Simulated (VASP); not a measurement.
# Mg (Fm-3m) in VASP: further runs, part 2 of 2

VASP 6.6.1.

## (4) Single point, PBE (17.98 Å³/atom)

This run uses another cell than the first one, of 17.98 Å³/atom.

The input, INCAR:

```
PREC = Accurate
ENCUT = 520
EDIFF = 1E-6
ISMEAR = -1
SIGMA = 0.1
LREAL = False
LASPH = True
NELM = 80
ALGO = Normal
ISIF = 2
LWAVE = False
LCHARG = False
GGA = PE
NBANDS = 7
```

The input, KPOINTS:

```
Automatic mesh
0
Gamma
  16 16 16
```

The input, POSCAR:

```
Mg
1.0
    0.0000000000      2.0791909444      2.0791909444
    2.0791909444      0.0000000000      2.0791909444
    2.0791909444      2.0791909444      0.0000000000
Mg
1
Direct
    0.0000000000      0.0000000000      0.0000000000
```

Potentials or basis: VASP PAW PBE potentials, release 64 (Mg).

Started as:

```console
$ cat potpaw_PBE.64/Mg/POTCAR > POTCAR
$ mpirun -np 1 vasp_std > vasp.out
```

OUTCAR:

```text
PREC = Accurate
   ENCUT = 520
   EDIFF = 1E-6
   ISMEAR = -1
   LREAL = False
   LASPH = True
   NELM = 80
   ISIF = 2
   GGA = PE

 ion  position               nearest neighbor table
   1  0.000  0.000  0.000-

  LATTYP: Found a face centered cubic cell.
 ALAT       =     4.1583818888

  Lattice vectors:

 A1 = (   0.0000000000,   2.0791909444,   2.0791909444)
 A2 = (   2.0791909444,   0.0000000000,   2.0791909444)
 A3 = (   2.0791909444,   2.0791909444,   0.0000000000)

Analysis of symmetry for initial positions (statically):
=====================================================================
 Subroutine PRICEL returns:
 Original cell was already a primitive cell.

 Routine SETGRP: Setting up the symmetry group for a
 face centered cubic supercell.

 Subroutine GETGRP returns: Found 48 space group operations
 (whereof 48 operations were pure point group operations)
 out of a pool of 48 trial point group operations.

The static configuration has the point symmetry O_h .

Analysis of symmetry for dynamics (positions and initial velocities):
=====================================================================
 Subroutine PRICEL returns:
 Original cell was already a primitive cell.

 Routine SETGRP: Setting up the symmetry group for a
 face centered cubic supercell.

 Subroutine GETGRP returns: Found 48 space group operations
 (whereof 48 operations were pure point group operations)
 out of a pool of 48 trial point group operations.

The dynamic configuration has the point symmetry O_h .

 Subroutine INISYM returns: Found 48 space group operations
 (whereof 48 operations are pure point group operations),
 and found     1 'primitive' translations

----------------------------------------------------------------------------------------

                                     Primitive cell

  volume of cell :      17.9768

  direct lattice vectors                    reciprocal lattice vectors
     0.000000000  2.079190944  2.079190944    -0.240478154  0.240478154  0.240478154
     2.079190944  0.000000000  2.079190944     0.240478154 -0.240478154  0.240478154
     2.079190944  2.079190944  0.000000000     0.240478154  0.240478154 -0.240478154

  length of vectors
     2.940420032  2.940420032  2.940420032     0.416520381  0.416520381  0.416520381

  position of ions in fractional coordinates (direct lattice)
     0.000000000  0.000000000  0.000000000

  ion indices of the primitive-cell ions
   primitive index   ion index
                 1           1

----------------------------------------------------------------------------------------

 KPOINTS: Automatic mesh

Automatic generation of k-mesh.
 Grid dimensions read from file:
 generate k-points for:   16   16   16

 Generating k-lattice:

  Cartesian coordinates                     Fractional coordinates (reciprocal lattice)
    -0.015029885  0.015029885  0.015029885     0.062500000  0.000000000  0.000000000
     0.015029885 -0.015029885  0.015029885     0.000000000  0.062500000  0.000000000
     0.015029885  0.015029885 -0.015029885     0.000000000  0.000000000  0.062500000

  Length of vectors
     0.026032524  0.026032524  0.026032524

  Shift w.r.t. Gamma in fractional coordinates (k-lattice)
     0.000000000  0.000000000  0.000000000

 Subroutine IBZKPT returns following result:
 ===========================================

 Found    145 irreducible k-points:

 Following reciprocal coordinates:
            Coordinates               Weight
  0.000000  0.000000  0.000000      1.000000
  0.062500  0.000000  0.000000      8.000000
  0.125000  0.000000  0.000000      8.000000
  0.187500  0.000000  0.000000      8.000000
  0.250000  0.000000  0.000000      8.000000
  0.312500  0.000000  0.000000      8.000000
[... 16 lines left out ...]
 -0.125000  0.062500  0.000000     24.000000
 -0.062500  0.062500  0.000000     12.000000
 [... further k-points ...]
   k-points           NKPTS =    145   k-points in BZ     NKDIM =    145   number of bands    NBANDS=      7
   number of dos      NEDOS =    301   number of ions     NIONS =      1
   total plane-waves  NPLWV =  13824
   dimension x,y,z NGX =    24 NGY =   24 NGZ =   24
   dimension x,y,z NGXF=    48 NGYF=   48 NGZF=   48
   ions per type =               1
   NGX,Y,Z   is equivalent  to a cutoff of  13.57, 13.57, 13.57 a.u.
   NGXF,Y,Z  is equivalent  to a cutoff of  27.14, 27.14, 27.14 a.u.
 SYSTEM =  unknown system
   PREC   = accura    normal or accurate (medium, high low for compatibility)
   ISTART =      0    job   : 0-new  1-cont  2-samecut
   ICHARG =      2    charge: 1-file 2-atom 10-const
   ISPIN  =      1    spin polarized calculation?
   LNONCOLLINEAR =      F non collinear calculations
   LSORBIT =      F    spin-orbit coupling
   LASPH  =      T    aspherical Exc in radial PAW
   ENCUT  =  520.0 eV  38.22 Ry    6.18 a.u.   5.47  5.47  5.47*2*pi/ulx,y,z
   NELM   =     80;   NELMIN=  2; NELMDL= -5     # of ELM steps
   EDIFF  = 0.1E-05   stopping-criterion for ELM
   LREAL  =      F    real-space projection
   EDIFFG = 0.1E-04   stopping-criterion for IOM
   NSW    =      0    number of steps for IOM
   IBRION =     -1    ionic relax: 0-MD 1-quasi-New 2-CG
   NFREE  =      0    steps in history (QN), initial steepest desc. (CG)
   ISIF   =      2    stress and relaxation
   ISYM   =      2    0-nonsym 1-usesym 2-fastsym
   POTIM  = 0.5000    time-step for ionic-motion
   TEBEG  =    0.0;   TEEND  =   0.0 temperature during run
   PSTRESS=    0.0 pullay stress
   NELECT =       2.0000    total number of electrons
   NUPDOWN=      -1.0000    fix difference up-down
   EMIN   =  10.00;   EMAX   =-10.00  energy-range for DOS
   EFERMI =   0.00;   METHOD = LEGACY
   ISMEAR =    -1;   SIGMA  =   0.10  broadening in eV -4-tet -1-fermi 0-gaus
   EFERMI_NEDOS =   21; number of points for ismear=-14 and -15
   IALGO  =     38    algorithm
   IMIX   =      4    mixing-type and parameters
     AMIX     =   0.40;   BMIX     =  1.00
     AMIX_MAG =   1.60;   BMIX_MAG =  1.00
  volume/ion in A,a.u.               =      17.98       121.31
  Fermi-wavevector in a.u.,A,eV,Ry     =   0.787373  1.487919  8.435014  0.619956
  Thomas-Fermi vector in A             =   1.892100
   LORBIT       =      0    0 simple, 1 ext, 2 COOP (PROOUT), +10 PAW based schemes
   GGA     = PE    functional components
   LHFCALC =     F    Hartree Fock is set to
   AEXX    =    0.0000 exact exchange contribution
   IVDW    =     0    specifies the selected vdW correction
   LEPSILON=     F    determine dielectric tensor
   LRPA    =     F    only Hartree local field effects (RPA)
 non-spin polarized calculation
  energy-cutoff  :      520.00
  volume of cell :       17.98
 maximum number of plane-waves:       531
 NGX is ok and might be reduce to    24
   NGX = 11   NGY = 11   NGZ = 11

 number of electron       2.0000000 magnetization

 Free energy of the ion-electron system (eV)
  ---------------------------------------------------
  ext. energy  EPLUGINS =         0.00000000
  ---------------------------------------------------
  free energy    TOTEN  =        -1.31239639 eV

  energy without entropy =       -1.29886460  energy(sigma->0) =       -1.30563049

 E-fermi :   4.0183     XC(G=0):  -9.2837

 val. band max:        4.0054540451   @ k =   0.4375   0.0000   0.0000
 cond. band min:       4.0504369455   @ k =  -0.3750   0.1875   0.0625
 fundamental gap:      0.0449829004
 Fermi energy:         4.0182559298

 k-point     1 :       0.0000    0.0000    0.0000
  band No.  band energies     occupation
      1      -4.0059      2.00000
      2      18.0021      0.00000
      3      18.0021      0.00000
      4      18.0021      0.00000
      5      20.6452      0.00000
      6      21.3585      0.00000
      7      21.3585      0.00000
[... 221 lines left out ...]
 k-point    24 :      -0.0625    0.0625    0.0000
  band No.  band energies     occupation
      1      -3.7331      2.00000
      2      15.4478      0.00000
      3      16.6188      0.00000
      4      18.2677      0.00000
      5      21.2647      0.00000
      6      21.3809      0.00000
      7      21.9236      0.00000

 [... further k-points ...]

------------------------ aborting loop because EDIFF is reached ----------------------------------------

  FORCE on cell =-STRESS in cart. coord.  units (eV):
  Direction    XX          YY          ZZ          XY          YZ          ZX
  --------------------------------------------------------------------------------------
  -------------------------------------------------------------------------------------
  Total        1.6276335      1.6276335      1.6276335      0.0000000     -0.0000000      0.0000000
  in kB      145.0621394    145.0621394    145.0621394      0.0000000     -0.0000000      0.0000000
  external PRESSURE =     145.0621394 kB  Pullay stress =       0.0000000 kB

 VOLUME and BASIS-vectors are now :
 -----------------------------------------------------------------------------
  energy-cutoff  :      520.00
  volume of cell :       17.98
      direct lattice vectors                 reciprocal lattice vectors
     0.000000000  2.079190944  2.079190944    -0.240478154  0.240478154  0.240478154
     2.079190944  0.000000000  2.079190944     0.240478154 -0.240478154  0.240478154
     2.079190944  2.079190944  0.000000000     0.240478154  0.240478154 -0.240478154

 POSITION                                       TOTAL-FORCE (eV/Angst)
 -----------------------------------------------------------------------------------
      0.00000      0.00000      0.00000         0.000000      0.000000      0.000000
 -----------------------------------------------------------------------------------
    total drift:                               -0.000000      0.000000     -0.000000

  FREE ENERGIE OF THE ION-ELECTRON SYSTEM (eV)
  ---------------------------------------------------
  free  energy   TOTEN  =        -1.3123963863 eV

  energy  without entropy=       -1.2988645956  energy(sigma->0) =       -1.30563049
```

It took 13 s on 1 thread of Intel Xeon 8259CL, shared host; peak memory 0.15 GiB.

What came out:

| Item | Value |
| --- | --- |
| Free energy | -1.3124 eV |
| Pressure | 14.5 GPa |
| Band gap on the k mesh | zero (bands 1 and 2 overlap by 2.88 eV) |

Caveat: the cell stands under pressure.

## (5) Single point, PBE

This run uses another cell than the first one, of 23.14 Å³/atom.

The input, INCAR:

```
  PREC = Accurate
  ENCUT = 520
  EDIFF = 1E-7
  ISMEAR = -1
  SIGMA = 0.1
  LREAL = False
  LASPH = True
  NELM = 100
  ALGO = Normal
  ISIF = 2
  LWAVE = False
  LCHARG = True
  GGA = PE
  LELF = True
  LVHAR = True
  NBANDS = 7
```

The input, KPOINTS:

```
Automatic mesh
0
Gamma
  15 15 15
```

The input, POSCAR:

```
Mg
1.0
    0.0000000000      2.2616255513      2.2616255513
    2.2616255513      0.0000000000      2.2616255513
    2.2616255513      2.2616255513      0.0000000000
Mg
1
Direct
    0.0000000000      0.0000000000      0.0000000000
```

Started as:

```console
$ cat potpaw_PBE.64/Mg/POTCAR > POTCAR
$ mpirun -np 1 vasp_std > vasp.out
```

Run time: 15 s. Hardware: 1 thread of Intel Xeon 8259CL, shared host; peak memory 0.15 GiB.

It converged, with:

```yaml
Free_energy: -1.5006 eV
Pressure: -0.1 GPa
Band_gap_on_the_k_mesh: zero (bands 1 and 2 overlap by 2.22 eV)
```

Levels at points of the mesh, in eV from the Fermi level:
```
           k point  band 1  band 2  band 3  band 4
(0.00, 0.00, 0.00)   -6.86   12.34   12.34   12.34
```

## (6) Overview

```csv
cell,k mesh,gap on the mesh (eV),pressure (GPa)
"a = 2.935 Å, angles 60.0°, 1 atom",16 × 16 × 16,none,15.0
"a = 2.940 Å, angles 60.0°, 1 atom",16 × 16 × 16,none,14.5
"a = 3.198 Å, angles 60.0°, 1 atom",15 × 15 × 15,none,-0.1
```

Alike in all rows: task single point; level PBE; potentials or basis VASP PAW PBE potentials, release 64 (Mg); no spin polarisation; cutoff (eV) 520; smearing fermi-dirac 0.1 eV.

Caveats: the cell stands under pressure (at least some runs).

Total energies depend on the potentials used, so only differences within one code and one set of settings carry meaning.
